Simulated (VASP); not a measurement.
# KNd2Sb3 (P6mm) in VASP: notebook

KNd2Sb3 is run at these levels: PBE; tasks: single point.

Program: VASP 6.6.1. These are calculated values, not measurements. Logs are shortened: lines on timing, memory, paths and dates and some standing lists are left out, and cuts for length are marked.

### Step 1. The cell of the first run

Symmetry: P6mm, No. 183, hexagonal system. Conventional cell: a = 7.501 Å, b = 7.501 Å, c = 4.529 Å, α = 90.00°, β = 90.00°, γ = 120.00°. Within 5.5 Å of K (site symmetry 6mm) lie 12 Sb at 4.17 to 4.62 Å and 6 Nd at 4.35 Å and 2 K at 4.53 Å. Within 4.1 Å of Nd (site symmetry 3m) lie 6 Sb at 3.13 Å. Within 4.2 Å of Sb (site symmetry 2mm) lie 4 Nd at 3.13 Å and 4 Sb at 3.75 Å and 2 K at 4.17 Å.

The cell was built from a structure type or drawn by symmetry, and may not be a known phase.

### Step 2. Single point, PBE

Input file INCAR:

```
PREC = Accurate
ENCUT = 500
EDIFF = 1E-6
ISMEAR = 0
SIGMA = 0.2
LREAL = F
LASPH = T
NELM = 200
ALGO = Normal
ISIF = 2
LWAVE = F
LCHARG = F
GGA = PE
NBANDS = 32
GGA_COMPAT = F
LMAXMIX = 6
```

Input file KPOINTS:

```
Automatic mesh
0
Gamma
  3 3 4
```

Input file POSCAR:

```
KNd2Sb3
1.0
    7.5013903056      0.0000000000      0.0000000000
   -3.7506951528      6.4963945684      0.0000000000
    0.0000000000      0.0000000000      4.5290594199
K Nd Sb
1 2 3
Direct
    0.0000000000      0.0000000000      0.8684981257
    0.6666666667      0.3333333333      0.9650685760
    0.3333333333      0.6666666667      0.9650685760
    0.5000000000      0.5000000000      0.4650005574
    0.5000000000      0.0000000000      0.4650005574
    0.0000000000      0.5000000000      0.4650005574
```

Potentials or basis: VASP PAW PBE potentials, release 64 (K_sv, Nd_3, Sb), 4f in core.

Command:

```
> cat potpaw_PBE.64/K_sv/POTCAR potpaw_PBE.64/Nd_3/POTCAR potpaw_PBE.64/Sb/POTCAR > POTCAR
> mpirun -np 1 vasp_std > vasp.out
```

OUTCAR:

```text
PREC = Accurate
   ENCUT = 500
   EDIFF = 1E-6
   ISMEAR = 0
   LREAL = F
   LASPH = T
   NELM = 200
   ISIF = 2
   GGA = PE

 ion  position               nearest neighbor table
   1  0.000  0.000  0.868-
   2  0.667  0.333  0.965-   6 3.13   5 3.13   4 3.13   6 3.13   5 3.13   4 3.13
   3  0.333  0.667  0.965-   6 3.13   5 3.13   4 3.13   6 3.13   5 3.13   4 3.13
   4  0.500  0.500  0.465-   2 3.13   3 3.13   2 3.13   3 3.13   6 3.75   6 3.75   5 3.75   5 3.75

   5  0.500  0.000  0.465-   2 3.13   3 3.13   2 3.13   3 3.13   4 3.75   6 3.75   4 3.75   6 3.75

   6  0.000  0.500  0.465-   2 3.13   3 3.13   2 3.13   3 3.13   4 3.75   4 3.75   5 3.75   5 3.75

  LATTYP: Found a hexagonal cell.
 ALAT       =     7.5013903056
 C/A-ratio  =     0.6037626674

  Lattice vectors:

 A1 = (   7.5013903056,   0.0000000000,   0.0000000000)
 A2 = (  -3.7506951528,   6.4963945684,   0.0000000000)
 A3 = (   0.0000000000,   0.0000000000,   4.5290594199)

Analysis of symmetry for initial positions (statically):
=====================================================================
 Subroutine PRICEL returns:
 Original cell was already a primitive cell.

 Routine SETGRP: Setting up the symmetry group for a
 hexagonal supercell.

 Subroutine GETGRP returns: Found 12 space group operations
 (whereof 12 operations were pure point group operations)
 out of a pool of 24 trial point group operations.

The static configuration has the point symmetry C_6v.

Analysis of symmetry for dynamics (positions and initial velocities):
=====================================================================
 Subroutine PRICEL returns:
 Original cell was already a primitive cell.

 Routine SETGRP: Setting up the symmetry group for a
 hexagonal supercell.

 Subroutine GETGRP returns: Found 12 space group operations
 (whereof 12 operations were pure point group operations)
 out of a pool of 24 trial point group operations.

The dynamic configuration has the point symmetry C_6v.

 Subroutine INISYM returns: Found 12 space group operations
 (whereof 12 operations are pure point group operations),
 and found     1 'primitive' translations

----------------------------------------------------------------------------------------

                                     Primitive cell
[... 82 lines left out ...]
   NELM   =    200;   NELMIN=  2; NELMDL= -5     # of ELM steps
   EDIFF  = 0.1E-05   stopping-criterion for ELM
   LREAL  =      F    real-space projection
   EDIFFG = 0.1E-04   stopping-criterion for IOM
   NSW    =      0    number of steps for IOM
   IBRION =     -1    ionic relax: 0-MD 1-quasi-New 2-CG
   NFREE  =      0    steps in history (QN), initial steepest desc. (CG)
   ISIF   =      2    stress and relaxation
   ISYM   =      2    0-nonsym 1-usesym 2-fastsym
   POTIM  = 0.5000    time-step for ionic-motion
   TEBEG  =    0.0;   TEEND  =   0.0 temperature during run
   PSTRESS=    0.0 pullay stress
   NELECT =      46.0000    total number of electrons
   NUPDOWN=      -1.0000    fix difference up-down
   EMIN   =  10.00;   EMAX   =-10.00  energy-range for DOS
   EFERMI =   0.00;   METHOD = LEGACY
   ISMEAR =     0;   SIGMA  =   0.20  broadening in eV -4-tet -1-fermi 0-gaus
   EFERMI_NEDOS =   21; number of points for ismear=-14 and -15
   IALGO  =     38    algorithm
   IMIX   =      4    mixing-type and parameters
     AMIX     =   0.40;   BMIX     =  1.00
     AMIX_MAG =   1.60;   BMIX_MAG =  1.00
  volume/ion in A,a.u.               =      36.79       248.24
  Fermi-wavevector in a.u.,A,eV,Ry     =   0.970629  1.834223 12.818337  0.942121
  Thomas-Fermi vector in A             =   2.100780
   LORBIT       =      0    0 simple, 1 ext, 2 COOP (PROOUT), +10 PAW based schemes
   GGA     = PE    functional components
   LHFCALC =     F    Hartree Fock is set to
   AEXX    =    0.0000 exact exchange contribution
   IVDW    =     0    specifies the selected vdW correction
   LEPSILON=     F    determine dielectric tensor
   LRPA    =     F    only Hartree local field effects (RPA)
 non-spin polarized calculation
 Gauss-broadening in eV      SIGMA  =   0.20
  energy-cutoff  :      500.00
  volume of cell :      220.71
 maximum number of plane-waves:      5644
 NGX is ok and might be reduce to    56
   NGX = 27   NGY = 27   NGZ = 17

 number of electron      45.9999999 magnetization

 Free energy of the ion-electron system (eV)
  ---------------------------------------------------
  ext. energy  EPLUGINS =         0.00000000
  ---------------------------------------------------
  free energy    TOTEN  =       -27.21307042 eV

  energy without entropy =      -27.18124426  energy(sigma->0) =      -27.19715734

 E-fermi :   3.7988     XC(G=0):  -8.5610

 val. band max:        3.7311344218   @ k =   0.0000   0.0000   0.2500
 cond. band min:       3.8201818711   @ k =   0.3333   0.3333   0.5000
 fundamental gap:      0.0890474493
 Fermi energy:         3.7988041238

 k-point     1 :       0.0000    0.0000    0.0000
  band No.  band energies     occupation
      1     -34.2724      2.00000
      2     -34.2643      2.00000
      3     -27.8412      2.00000
      4     -15.5637      2.00000
      5     -15.5637      2.00000
      6     -15.4503      2.00000
[... 304 lines left out ...]
     31       7.4054      0.00000
     32       7.7440      0.00000

------------------------ aborting loop because EDIFF is reached ----------------------------------------

  FORCE on cell =-STRESS in cart. coord.  units (eV):
  Direction    XX          YY          ZZ          XY          YZ          ZX
  --------------------------------------------------------------------------------------
  -------------------------------------------------------------------------------------
  Total        1.0256033      1.0256033      0.6560989      0.0000000      0.0000000      0.0000000
  in kB        7.4450530      7.4450530      4.7627495      0.0000000      0.0000000      0.0000000
  external PRESSURE =       6.5509518 kB  Pullay stress =       0.0000000 kB

 VOLUME and BASIS-vectors are now :
 -----------------------------------------------------------------------------
  energy-cutoff  :      500.00
  volume of cell :      220.71
      direct lattice vectors                 reciprocal lattice vectors
     7.501390306  0.000000000  0.000000000     0.133308621  0.076965768  0.000000000
    -3.750695153  6.496394568  0.000000000     0.000000000  0.153931537  0.000000000
     0.000000000  0.000000000  4.529059420     0.000000000  0.000000000  0.220796397

 POSITION                                       TOTAL-FORCE (eV/Angst)
 -----------------------------------------------------------------------------------
      0.00000      0.00000      3.93348        -0.000000     -0.000000     -0.073713
      3.75070      2.16546      4.37085        -0.000000     -0.000000      0.021546
     -0.00000      4.33093      4.37085         0.000000      0.000000      0.021546
      1.87535      3.24820      2.10602        -0.000000     -0.000000      0.010207
      3.75070      0.00000      2.10602        -0.000000     -0.000000      0.010207
     -1.87535      3.24820      2.10602        -0.000000     -0.000000      0.010207
 -----------------------------------------------------------------------------------
    total drift:                               -0.000000     -0.000000     -0.001108

  FREE ENERGIE OF THE ION-ELECTRON SYSTEM (eV)
  ---------------------------------------------------
  free  energy   TOTEN  =       -27.2130704185 eV

  energy  without entropy=      -27.1812442619  energy(sigma->0) =      -27.19715734
```

OSZICAR:

```text
N       E                     dE             d eps       ncg     rms          rms(c)
DAV:   1     0.329705320808E+03    0.32971E+03   -0.17849E+04   576   0.117E+03
DAV:   2    -0.239155734632E+01   -0.33210E+03   -0.31988E+03   656   0.302E+02
DAV:   3    -0.263974611067E+02   -0.24006E+02   -0.23660E+02   888   0.700E+01
DAV:   4    -0.281676520788E+02   -0.17702E+01   -0.17624E+01   968   0.159E+01
DAV:   5    -0.282119513862E+02   -0.44299E-01   -0.44293E-01   808   0.224E+00    0.847E+00
DAV:   6    -0.275610565521E+02    0.65089E+00   -0.57224E-01   808   0.281E+00    0.504E+00
DAV:   7    -0.272100276600E+02    0.35103E+00   -0.11418E+00   736   0.382E+00    0.843E-01
DAV:   8    -0.272133136283E+02   -0.32860E-02   -0.13181E-01   872   0.107E+00    0.264E-01
DAV:   9    -0.272131652652E+02    0.14836E-03   -0.49954E-03   824   0.218E-01    0.193E-01
DAV:  10    -0.272130527659E+02    0.11250E-03   -0.14491E-03   832   0.160E-01    0.645E-02
DAV:  11    -0.272130399495E+02    0.12816E-04   -0.30228E-04   952   0.534E-02    0.259E-02
DAV:  12    -0.272130679482E+02   -0.27999E-04   -0.79747E-05   784   0.290E-02    0.835E-03
DAV:  13    -0.272130705850E+02   -0.26368E-05   -0.79866E-06   688   0.118E-02    0.281E-03
DAV:  14    -0.272130704185E+02    0.16649E-06   -0.86950E-07   536   0.483E-03
   1 F= -.27213070E+02 E0= -.27197157E+02  d E =-.318262E-01
```

stdout:

```text
POSCAR found type information on POSCAR K NdSb
 POSCAR found :  3 types and       6 ions
 scaLAPACK will be used
 LDA part: xc-table for (Slater+PW92), standard interpolation
 POSCAR, INCAR and KPOINTS ok, starting setup
 FFT: planning ... GRIDC
 FFT: planning ... GRID_SOFT
 FFT: planning ... GRID
 WAVECAR not read
 entering main loop
```

It took 72 s on 1 thread of Intel Xeon 6975P-C (Granite Rapids), shared host; peak memory 0.35 GiB.

What came out:

```
Free energy            : -27.2131 eV
Pressure               : 0.7 GPa
Largest force          : 0.074 eV/Å
Band gap on the k mesh : zero (bands 23 and 24 overlap by 1.54 eV)
```

Forces on the atoms (eV/Å):
```
K    0.000  0.000 -0.074
Nd   0.000  0.000  0.022
Nd   0.000  0.000  0.022
Sb   0.000  0.000  0.010
Sb   0.000  0.000  0.010
Sb   0.000  0.000  0.010
```

Levels at points of the mesh, in eV from the Fermi level:
```tsv
k point	band 19	band 20	band 21	band 22	band 23	band 24	band 25	band 26	band 27	band 28
(0.00, 0.00, 0.00)	-1.76	-1.76	-0.82	-0.52	0.76	0.76	1.05	1.46	1.46	1.64
(0.00, 0.00, 0.50)	-2.72	-2.04	-2.04	0.48	0.48	0.70	0.70	1.50	1.99	2.66
```

Caveat: spin-orbit coupling is left out, which moves the levels of the heavy elements; the 4f electrons are frozen in the core, so they carry no moment and show no levels.

### Step 3. Single point, PBE

Input file INCAR:

```
PREC     = Accurate       # precision mode
ENCUT    = 500            # plane-wave cutoff, eV
EDIFF    = 1E-6           # SCF threshold, eV
ISMEAR   = 0              # smearing method
SIGMA    = 0.1            # smearing width, eV
LREAL    = False          # projectors in reciprocal space
LASPH    = True           # aspherical terms in the spheres
NELM     = 200            # most SCF steps
ALGO     = Normal         # electronic algorithm
ISIF     = 2              # what is computed and relaxed
LWAVE    = False          # write WAVECAR
LCHARG   = True           # write CHGCAR
GGA      = PE             # functional
LELF     = True           # ELF
LVHAR    = True         
NBANDS   = 32             # bands
GGA_COMPAT= False        
LMAXMIX  = 6              # l up to which the mixer works
```

Input file KPOINTS:

```
regular mesh
0
Gamma
  3 3 4
```

POSCAR is that of step 2.

Potentials or basis: VASP PAW PBE potentials, release 64 (K_sv, Nd_3, Sb), 4f in core.

Command:

```
> cat potpaw_PBE.64/K_sv/POTCAR potpaw_PBE.64/Nd_3/POTCAR potpaw_PBE.64/Sb/POTCAR > POTCAR
> mpirun -np 1 vasp_std > vasp.out
```

It took 72 s on 1 thread of Intel Xeon 6975P-C (Granite Rapids), shared host; peak memory 0.32 GiB.

Results (log left out):

* Free energy: -27.2001 eV
* Pressure: 0.7 GPa
* Largest force: 0.075 eV/Å
* Band gap on the k mesh: zero (bands 23 and 24 overlap by 1.55 eV)

Forces on the atoms (eV/Å):
```
K    0.000  0.000 -0.075
Nd   0.000  0.000  0.022
Nd   0.000  0.000  0.022
Sb   0.000  0.000  0.011
Sb   0.000  0.000  0.011
Sb   0.000  0.000  0.011
```

Stress tensor (GPa, compression positive):
```
0.80 0.00 0.00
0.00 0.80 0.00
0.00 0.00 0.36
```

Levels at points of the mesh, in eV from the Fermi level:
```csv
k point,band 19,band 20,band 21,band 22,band 23,band 24,band 25,band 26,band 27,band 28
"(0.00, 0.00, 0.00)",-1.76,-1.76,-0.82,-0.52,0.76,0.76,1.05,1.46,1.46,1.63
"(0.00, 0.00, 0.50)",-2.72,-2.05,-2.05,0.48,0.48,0.69,0.69,1.50,1.99,2.65
```

Caveat: spin-orbit coupling is left out, which moves the levels of the heavy elements; the 4f electrons are frozen in the core, so they carry no moment and show no levels. Spin polarisation is off, so any magnetic state and its effect on volume and gap are missing.
